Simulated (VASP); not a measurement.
Runs of VASP 6.6.1 on Rh. The structure is that of space group P6/mmm (No. 191), or close to it. The cells are those of the table. This isn't the form of Rh at room conditions, which is fcc.

| cell | k mesh | gap on the mesh (eV) | pressure (GPa) |
| --- | --- | --- | --- |
| a = 4.176, b = 4.176, c = 2.564 Å, angles 90.0, 90.0, 120.0°, 3 atoms | 10 × 10 × 13 | none | (b) |
| a = 4.358, b = 4.358, c = 2.675 Å, angles 90.0, 90.0, 120.0°, 3 atoms | 9 × 9 × 12 | none | 0.1 |
| a = 4.471, b = 4.471, c = 2.745 Å, angles 90.0, 90.0, 120.0°, 3 atoms | 10 × 10 × 13 | none | -14.1 |
| a = 4.239, b = 4.239, c = 2.602 Å, angles 90.0, 90.0, 120.0°, 3 atoms | 10 × 10 × 13 | none | (a) |
| a = 4.526, b = 4.526, c = 2.778 Å, angles 90.0, 90.0, 120.0°, 3 atoms | 10 × 10 × 13 | none | -18.8 |
| a = 4.358, b = 4.358, c = 2.675 Å, angles 90.0, 90.0, 120.0°, 3 atoms | 10 × 10 × 13 | none | (c) |
| a = 4.299, b = 4.299, c = 2.639 Å, angles 90.0, 90.0, 120.0°, 3 atoms | 10 × 10 × 13 | none | 10.2 |
| a = 4.416, b = 4.416, c = 2.711 Å, angles 90.0, 90.0, 120.0°, 3 atoms | 10 × 10 × 13 | none | -7.9 |

Alike in all rows: task single point; level revPBE; potentials or basis VASP PAW PBE potentials, release 64 (Rh_pv); no spin polarisation; cutoff (eV) 520; smearing fermi-dirac 0.1 eV.

Problem. Estimate the missing entries.

Solution. (a) 23.3; (b) 40.0; (c) 0.0.

Caveats: the PAW data sets were made with another functional, which shifts forces and pressure a little; the cell stands under pressure (at least some runs); the cell stands under tension (at least some runs).

A k mesh can miss the band edges, and the runs leave out spin-orbit coupling on Rh.

A gap of «none» marks levels without a gap at the run's occupations.
